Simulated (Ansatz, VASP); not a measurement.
One calculation of Cs, two programs

The input INCAR:

```
SYSTEM = Cs
ALGO = Fast
EDIFF = 1E-6
ENCUT = 520
GGA = PE
ISIF = 2
ISMEAR = 0
LASPH = .TRUE.
LCHARG = .FALSE.
LREAL = .FALSE.
LWAVE = .FALSE.
NBANDS = 10
NELM = 60
PREC = Accurate
SIGMA = 0.15
```

File KPOINTS:

```
k-points
0
G
  12 12 12
  0 0 0
```

POSCAR

```
Cs
1.0
   -2.9544937500      3.0225000000      2.9544937500
    3.0905062500     -3.0225000000      3.0905062500
    2.9544937500      3.0225000000     -2.9544937500
Cs
1
Direct
    0.0000000000      0.0000000000      0.0000000000
```

Input for Ansatz:

```yaml
crystal:
  lattice:
    - [-2.95449375, 3.0225, 2.95449375]
    - [3.09050625, -3.0225, 3.09050625]
    - [2.95449375, 3.0225, -2.95449375]
  atoms:
    - { symbol: Cs, position: [0.0, 0.0, 0.0] }
basis:
  ecutwfc: 420
kpoints:
  mp_grid: { grid: [12, 12, 12] }
hamiltonian:
  xc: pbe
scf:
  occupations: { method: gaussian, width: 0.15 }
output:
  forces: true
  stress: true
  eigenvalues: true
```

Change from the starting cell: strain +0.0450 x Voigt [0, 0, 0, 0, 1, 0], atoms carried along.

Alike in both runs: task single point; functional PBE; k mesh 12 × 12 × 12; occupations gaussian, width 0.15 eV; no spin polarisation.

|  | VASP | Ansatz |
| --- | --- | --- |
| version | VASP 6.6.1 | Ansatz 0.2.0 |
| potentials or method | VASP PAW PBE potentials, release 64 (Cs_sv), cutoff 520 eV | scalar-relativistic, plane waves, PAW |
| valence electrons in the cell | 9 | 9 |

```csv
,VASP,Ansatz,Ansatz less VASP
gap on the k mesh at the Fermi level (eV),none,none,-
pressure (GPa),0.1,0.1,+0.01
"traceless stress, the component that is largest in VASP (GPa)",-0.07,-0.07,0.000
```

A gap of «none» marks a metal or a gap that the smearing closes.

Spin-orbit coupling is off throughout.
